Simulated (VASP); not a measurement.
The system is O.

```
O
1.0
     1.77559    0.00000    0.00000
     0.00000    1.77559    0.00000
     0.00000    0.00000    3.05305
O
1
Direct
  0.00000 0.00000 0.00000
```

```yaml
Program: VASP 6.6.1
Task: relaxation of cell and atoms
Functional: BLYP
Dispersion: D3(BJ)
Potentials_or_basis: VASP PAW PBE potentials, release 64 (O_h)
Cutoff: 1340 eV
k_mesh: 12 × 12 × 7
Occupations: methfessel-paxton, width 0.1 eV
Spin: no spin polarisation
```

At the start: pressure 11.0 GPa; volume 9.63 Å³/atom.

Question: How do energy, volume and symmetry change on relaxing?

Answer: Over 7 steps the energy falls by 22.8 meV/atom and the volume is 10.28 Å³/atom (+6.8 %); space group P4/mmm (No. 123, to 0.1 Å) before and after.

The path:
```csv
step,energy change (eV),largest force (eV/Å),pressure (GPa),volume (Å³)
1,0.0000,0.0000,11.03,9.63
2,-0.0095,0.0000,-5.82,10.57
3,-0.0225,0.0000,0.18,10.12
4,-0.0225,0.0000,0.32,10.11
5,-0.0226,0.0000,0.33,10.13
6,-0.0227,0.0000,0.26,10.18
7,-0.0228,0.0000,0.12,10.28
```

Final structure:
```xyz
1
Lattice="1.8197 0.0000 0.0000 0.0000 1.8197 0.0000 0.0000 0.0000 3.1032" Properties=species:S:1:pos:R:3 pbc="T T T"
O     0.0000    0.0000    0.0000
```

Caveat: the PAW data sets were made with another functional, which shifts forces and pressure a little.
